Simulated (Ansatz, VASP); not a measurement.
## AsPt in VASP and in Ansatz

INCAR

```
SYSTEM = AsPt
PREC     = Accurate       ! precision mode
ENCUT    = 520            ! plane-wave cutoff, eV
EDIFF    = 1E-6           ! SCF threshold, eV
ISMEAR   = 0              ! smearing method
SIGMA    = 0.05           ! smearing width, eV
LREAL    = .FALSE.        ! projectors in reciprocal space
LASPH    = .TRUE.         ! aspherical terms in the spheres
NELM     = 60             ! most SCF steps
ALGO     = Normal         ! electronic algorithm
ISIF     = 2              ! what is computed and relaxed
LWAVE    = .FALSE.        ! write WAVECAR
LCHARG   = .FALSE.        ! write CHGCAR
GGA      = PE             ! functional
NBANDS   = 14             ! bands
```

File KPOINTS:

```
regular mesh
0
G
  12 12 12
  0 0 0
```

File POSCAR:

```
AsPt
1.0
    0.0000000000      2.9037492371      2.9037492371
    2.9037492371      0.0000000000      2.9037492371
    2.9037492371      2.9037492371      0.0000000000
Pt As
1 1
Direct
    0.0000000000      0.0000000000      0.0000000000
    0.2500000000      0.2500000000      0.2500000000
```

Input for Ansatz:

```yaml
crystal:
  lattice:
    - [0.0, 2.9037492371, 2.9037492371]
    - [2.9037492371, 0.0, 2.9037492371]
    - [2.9037492371, 2.9037492371, 0.0]
  atoms:
    - { symbol: Pt, position: [0.0, 0.0, 0.0] }
    - { symbol: As, position: [0.25, 0.25, 0.25] }
basis:
  ecutwfc: 420
  ecutrho_ratio: 4
kpoints:
  mp_grid: { grid: [12, 12, 12] }
hamiltonian:
  xc: pbe
scf:
  occupations: { method: gaussian, width: 0.05 }
output:
  forces: true
  stress: true
  eigenvalues: true
```

Alike in both runs: task single point; functional PBE; k mesh 12 × 12 × 12; occupations gaussian, width 0.05 eV; no spin polarisation.

```csv
,VASP,Ansatz
version,VASP 6.6.1,Ansatz 0.2.0
potentials or method,"VASP PAW PBE potentials, release 64 (Pt, As), cutoff 520 eV","scalar-relativistic, plane waves, PAW"
valence electrons in the cell,15,33
```

```tsv
	VASP	Ansatz	Ansatz less VASP
gap on the k mesh at the Fermi level (eV)	none	none	-
pressure (GPa)	-8.1	-8.1	+0.01
```

A gap of «none» marks a metal or a gap that the smearing closes. With one functional, cell and mesh, what is left measures potentials, basis and numerics. VASP's potentials hold 15 valence electrons a cell and Ansatz's 33, so a difference there can come from the potentials and not from the codes.

Neither program's run includes spin-orbit coupling.
